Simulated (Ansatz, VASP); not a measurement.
**PtS2 in VASP and in Ansatz**

```
Pt S
1.0
     3.54320    0.00000    0.00000
    -1.77160    3.06850    0.00000
     0.00000    0.00000    5.03880
Pt S
1 2
Cartesian
  0.0000 0.0000 0.0000
  1.7716 1.0228 3.8850
  0.0000 2.0457 1.1438
```

Alike in both runs: task single point; functional PBE; k mesh 11 × 11 × 7; occupations fermi-dirac, width 0.02 eV; no spin polarisation.

```csv
,VASP,Ansatz
version,VASP 6.6.1,Ansatz 0.2.0
potentials or method,"VASP PAW PBE potentials, release 64 (Pt, S), cutoff 520 eV","scalar-relativistic, plane waves, PAW"
valence electrons in the cell,22,30
```

```tsv
	VASP	Ansatz	Ansatz less VASP
rms of the force components (eV/Å)	0.539	0.559	+0.0202
```

Atom by atom the forces differ by 0.020 eV/Å (rms over components). With one functional, cell and mesh, what is left measures potentials, basis and numerics. VASP's potentials hold 22 valence electrons a cell and Ansatz's 30, so a difference there can come from the potentials and not from the codes.

Neither program's run includes spin-orbit coupling.
